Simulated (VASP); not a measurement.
# BP (F-43m) in VASP: G0W0 quasiparticle levels with PBE

Aim: the G0W0 quasiparticle levels of BP with PBE.

All numbers are computed with VASP 6.6.1; they aren't measurements. Logs are shortened: lines on timing, memory, paths and dates and some standing lists are left out, and cuts for length are marked.

## Step 1: The cell of the first run

The structure is cubic, space group F-43m (No. 216). The conventional cell has a = 4.537 Å, b = 4.537 Å, c = 4.537 Å, α = 90.00°, β = 90.00°, γ = 90.00°. B (site symmetry -43m) has 4 P at 1.96 Å within 2.6 Å. P (site symmetry -43m) has 4 B at 1.96 Å within 2.6 Å.

## Step 2: G0W0 quasiparticle levels, PBE

The input, POSCAR:

```
BP
1.0
    0.0000000000      2.2683155501      2.2683155501
    2.2683155501      0.0000000000      2.2683155501
    2.2683155501      2.2683155501      0.0000000000
B P
1 1
Direct
    0.0000000000      0.0000000000      0.0000000000
    0.2500000000      0.2500000000      0.2500000000
```

The input, INCAR.step1:

```
SYSTEM = BP
PREC = Accurate ; ENCUT = 500
EDIFF = 1E-8 ; ISMEAR = 0
SIGMA = 0.01 ; LREAL = .False.
LASPH = .True. ; NELM = 80
ALGO = Normal ; LWAVE = .True.
LCHARG = .False. ; GGA = PE
```

The input, INCAR.step2:

```
SYSTEM = BP
PREC = Accurate ; ENCUT = 500
EDIFF = 1E-8 ; ISMEAR = 0
SIGMA = 0.01 ; LREAL = .False.
LASPH = .True. ; NELM = 1
ALGO = Exact ; LWAVE = .True.
LCHARG = .False. ; GGA = PE
NBANDS = 64 ; LOPTICS = .True.
ISTART = 1
```

The input, INCAR.step3:

```
SYSTEM = BP
PREC = Accurate ; ENCUT = 500
EDIFF = 1E-8 ; ISMEAR = 0
SIGMA = 0.01 ; LREAL = .False.
LASPH = .True. ; ALGO = EVGW0
LWAVE = .False. ; LCHARG = .False.
GGA = PE ; NELMGW = 1
NBANDS = 64 ; ENCUTGW = 80.0
NOMEGA = 48 ; PRECFOCK = Fast
ISTART = 1 ; NBANDSGW = 12
```

The input, KPOINTS:

```
regular mesh
0
Gamma
  4 4 4
  0 0 0
```

Potentials or basis: VASP PAW PBE potentials, release 64 (B_GW, P_GW).

The run is started by

```sh
> cat potpaw_PBE.64/B_GW/POTCAR potpaw_PBE.64/P_GW/POTCAR > POTCAR
> cp INCAR.step1 INCAR
> mpirun -np 1 vasp_std > vasp.out
> cp INCAR.step2 INCAR
> mpirun -np 1 vasp_std > vasp.out
> cp INCAR.step3 INCAR
> mpirun -np 1 vasp_std > vasp.out
```

OUTCAR:

```text
SYSTEM = BP
   PREC = Accurate
   ENCUT = 500
   EDIFF = 1E-8
   ISMEAR = 0
   LREAL = .False.
   LASPH = .True.
   GGA = PE
   NELMGW = 1
   ENCUTGW = 80.0
   PRECFOCK = Fast
   ISTART = 1

 ion  position               nearest neighbor table
   1  0.000  0.000  0.000-   2 1.96   2 1.96   2 1.96   2 1.96
   2  0.250  0.250  0.250-   1 1.96   1 1.96   1 1.96   1 1.96

  LATTYP: Found a face centered cubic cell.
 ALAT       =     4.5366311002

  Lattice vectors:

 A1 = (   0.0000000000,   2.2683155501,   2.2683155501)
 A2 = (   2.2683155501,   0.0000000000,   2.2683155501)
 A3 = (   2.2683155501,   2.2683155501,   0.0000000000)

Analysis of symmetry for initial positions (statically):
=====================================================================
 Subroutine PRICEL returns:
 Original cell was already a primitive cell.

 Routine SETGRP: Setting up the symmetry group for a
 face centered cubic supercell.

 Subroutine GETGRP returns: Found 24 space group operations
 (whereof 24 operations were pure point group operations)
 out of a pool of 48 trial point group operations.

The static configuration has the point symmetry T_d .

Analysis of symmetry for dynamics (positions and initial velocities):
=====================================================================
 Subroutine PRICEL returns:
 Original cell was already a primitive cell.

 Routine SETGRP: Setting up the symmetry group for a
 face centered cubic supercell.

 Subroutine GETGRP returns: Found 24 space group operations
 (whereof 24 operations were pure point group operations)
 out of a pool of 48 trial point group operations.

The dynamic configuration has the point symmetry T_d .

 Subroutine INISYM returns: Found 24 space group operations
 (whereof 24 operations are pure point group operations),
 and found     1 'primitive' translations

----------------------------------------------------------------------------------------

                                     Primitive cell

[... 71 lines left out ...]
   ENCUT  =  500.0 eV  36.75 Ry    6.06 a.u.   5.85  5.85  5.85*2*pi/ulx,y,z
   NELM   =     60;   NELMIN=  2; NELMDL=  0     # of ELM steps
   EDIFF  = 0.1E-07   stopping-criterion for ELM
   LREAL  =      F    real-space projection
   EDIFFG = 0.1E-06   stopping-criterion for IOM
   NSW    =      0    number of steps for IOM
   IBRION =     -1    ionic relax: 0-MD 1-quasi-New 2-CG
   NFREE  =      0    steps in history (QN), initial steepest desc. (CG)
   ISIF   =      0    stress and relaxation
   ISYM   =      3    0-nonsym 1-usesym 2-fastsym
   POTIM  = 0.5000    time-step for ionic-motion
   TEBEG  =    0.0;   TEEND  =   0.0 temperature during run
   PSTRESS=    0.0 pullay stress
   NELECT =       8.0000    total number of electrons
   NUPDOWN=      -1.0000    fix difference up-down
   EMIN   =  10.00;   EMAX   =-10.00  energy-range for DOS
   EFERMI =   0.00;   METHOD = LEGACY
   ISMEAR =     0;   SIGMA  =   0.01  broadening in eV -4-tet -1-fermi 0-gaus
   EFERMI_NEDOS =   21; number of points for ismear=-14 and -15
   IALGO  =     38    algorithm
   IMIX   =      4    mixing-type and parameters
     AMIX     =   0.40;   BMIX     =  1.00
     AMIX_MAG =   1.60;   BMIX_MAG =  1.00
  volume/ion in A,a.u.               =      11.67        78.76
  Fermi-wavevector in a.u.,A,eV,Ry     =   1.145666  2.164995 17.858335  1.312551
  Thomas-Fermi vector in A             =   2.282353
   LORBIT       =      0    0 simple, 1 ext, 2 COOP (PROOUT), +10 PAW based schemes
   GGA     = PE    functional components
   LHFCALC =     T    Hartree Fock is set to
   PRECFOCK=fast      Normal, Fast or Accurate (Low or Medium for compatibility)
   ENCUT4O =  -1.0   cutoff for four orbital integrals eV
   NKREDX  =     1    reduce k-point grid by
   NKREDY  =     1    reduce k-point grid by
   NKREDZ  =     1    reduce k-point grid by
   AEXX    =    1.0000 exact exchange contribution
   HFSCREEN=    0.0000 screening length (either q_TF or 0.3 A-1)
   HFSCREENC=   0.0000 screening length for correlation (either q_TF or 0.3 A-1)
   ENCUTFOCK=  -1.0 apply spherical cutoff to Coloumb kernel
   IVDW    =     0    specifies the selected vdW correction
   LEPSILON=     F    determine dielectric tensor
   LRPA    =     F    only Hartree local field effects (RPA)
   LRPAFORCE           =     F    calculate RPA forces
   ENCUTGW             =  80.0    cutoff for response function in eV
   ENCUTGWSOFT         =  64.0    soft cutoff for Coulomb kernel in GW response function in eV
   ENCUTLF             =  -1.0    cutoff for local field effects
   NELMGW              =     1    number of iterations in solving QP/BSE equation
   NELMHF              =     1    number of iterations in the inner HF iteration
   NKREDLFX            =     1    NKREDLFY  =   1   NKREDLFZ  =   1
 non-spin polarized calculation
 Gauss-broadening in eV      SIGMA  =   0.01
  energy-cutoff  :      500.00
  volume of cell :       23.34
 maximum number of plane-waves:       609
  NGX = 14; NGY = 14; NGZ = 14
   NGX = 11   NGY = 11   NGZ = 11
 maximum number of plane-waves:        43
 NGX is ok and might be reduce to    10

 QP shifts <psi_nk| G(iteration)W_0 |psi_nk>: iteration 1
 for sc-GW calculations column KS-energies equals QP-energies in previous step
 and V_xc(KS)=  KS-energies - (<T + V_ion + V_H > + <T+V_H+V_ion>^1  + <V_x>^1)

 k-point   1 :       0.0000    0.0000    0.0000
  band No.  KS-energies  QP-energies   sigma(KS)   V_xc(KS)     V^pw_x(r,r')   Z            occupation Imag(sigma)

      1      -8.2999      -8.9342     -12.9259     -12.0565     -20.4648       0.7296       2.0000       1.4579
      2       7.1822       6.9626     -13.5946     -13.3163     -15.2471       0.7893       2.0000       0.0760
      3       7.1822       6.9626     -13.5946     -13.3163     -15.2471       0.7893       2.0000       0.0760
      4       7.1822       6.9626     -13.5946     -13.3163     -15.2471       0.7893       2.0000       0.0760
      5      10.5714      11.1159     -11.3796     -12.0743      -6.9529       0.7837       0.0000      -0.0825
      6      10.5714      11.1159     -11.3796     -12.0743      -6.9529       0.7837       0.0000      -0.0825
      7      10.5714      11.1159     -11.3796     -12.0743      -6.9529       0.7837       0.0000      -0.0825
      8      14.5726      15.2045     -11.9268     -12.7551      -6.0777       0.7630       0.0000      -0.1924
      9      18.7027      18.6902      -9.4402      -9.4242      -3.3050       0.7835       0.0000      -0.3709
     10      19.1828      19.8498     -10.8940     -11.7601      -4.9434       0.7702       0.0000      -0.2833
     11      19.1828      19.8498     -10.8940     -11.7601      -4.9434       0.7702       0.0000      -0.2833
     12      22.8478      23.0528      -9.6615      -9.9237      -2.7878       0.7821       0.0000      -0.7827
[... 100 lines left out ...]
      1      -3.1620      -3.5915     -13.4614     -12.8685     -19.1094       0.7245       2.0000       0.6273
      2      -0.8848      -1.4824     -13.5135     -12.6929     -18.3844       0.7282       2.0000       0.3978
      3       1.4892       0.9291     -12.4642     -11.7268     -15.5621       0.7595       2.0000       0.1660
      4       1.6957       1.1579     -12.5127     -11.8031     -15.5772       0.7579       2.0000       0.1629
      5      12.5005      12.9404     -10.8178     -11.3800      -5.8672       0.7825       0.0000      -0.1142
      6      13.9285      14.2942     -10.6763     -11.1427      -5.5931       0.7841       0.0000      -0.1397
      7      14.4197      15.0972     -11.3482     -12.2310      -5.6799       0.7674       0.0000      -0.1779
      8      14.6191      15.1983     -11.3761     -12.1337      -5.5683       0.7645       0.0000      -0.1998
      9      19.9564      20.7007     -11.5708     -12.5572      -4.5737       0.7545       0.0000      -0.4875
     10      23.2883      24.0118     -11.2276     -12.1877      -3.9253       0.7536       0.0000      -0.7037
     11      23.5353      24.2720     -11.8567     -12.8339      -4.5806       0.7539       0.0000      -0.7387
     12      27.8254      28.3117     -11.1258     -11.7740      -3.7048       0.7502       0.0000      -1.0496
```

OUTCAR.step1:

```text
SYSTEM = BP
   PREC = Accurate
   ENCUT = 500
   EDIFF = 1E-8
   ISMEAR = 0
   LREAL = .False.
   LASPH = .True.
[... 289 lines left out ...]
      0.00000      0.00000      0.00000         0.000000     -0.000000     -0.000000
      1.13416      1.13416      1.13416        -0.000000      0.000000      0.000000
 -----------------------------------------------------------------------------------
    total drift:                                0.000000      0.000000      0.000000

  FREE ENERGIE OF THE ION-ELECTRON SYSTEM (eV)
  ---------------------------------------------------
  free  energy   TOTEN  =       -12.7459833517 eV

  energy  without entropy=      -12.7459833517  energy(sigma->0) =      -12.74598335
```

OUTCAR.step2:

```text
SYSTEM = BP
   PREC = Accurate
   ENCUT = 500
   EDIFF = 1E-8
[... 689 lines left out ...]
  --------------------------------------------------------------------------------------------------------------
     0.00000    14.04541    14.04541    14.04541     0.00000     0.00000     0.00000
     1.34905    15.02436    15.02436    15.02436     0.00000     0.00000     0.00000
     2.69810    20.16833    20.16833    20.16833     0.00000     0.00000     0.00000
     4.04715    23.81211    23.81211    23.81211     0.00000     0.00000     0.00000
     5.39620    42.28428    42.28428    42.28428     0.00000     0.00000     0.00000
     6.74525   -22.55354   -22.55354   -22.55354    -0.00000    -0.00000    -0.00000
[... 92 lines left out ...]
   132.20693     0.96872     0.96872     0.96872     0.00000    -0.00000    -0.00000
   133.55598     0.96938     0.96938     0.96938     0.00000    -0.00000    -0.00000
```

It took 15 s on 1 thread of Intel Xeon 6975P-C (Granite Rapids), shared host; peak memory 0.2 GiB.

What came out:

- Band gap on the k mesh, mean-field level: 1.31 eV, indirect (least direct gap 3.39 eV)
- Quasiparticle gap: 1.77 eV
- Least direct quasiparticle gap: 4.15 eV

Levels at points of the mesh, in eV from the valence-band top:
```
           k point  band 2  band 3  band 4  band 5  band 6  band 7
(0.00, 0.00, 0.00)    0.00    0.00    0.00    3.39    3.39    3.39
(0.50, 0.00, 0.00)   -9.05   -1.76   -1.76    3.77    4.69    4.69
(0.50, 0.50, 0.00)   -8.60   -4.13   -4.13    1.31    1.64   12.09
```

Caveat: the k points lie up to 0.60 Å⁻¹ apart; bands, screening cutoff and mesh are small and nothing is extrapolated, so the quasiparticle values aren't converged.
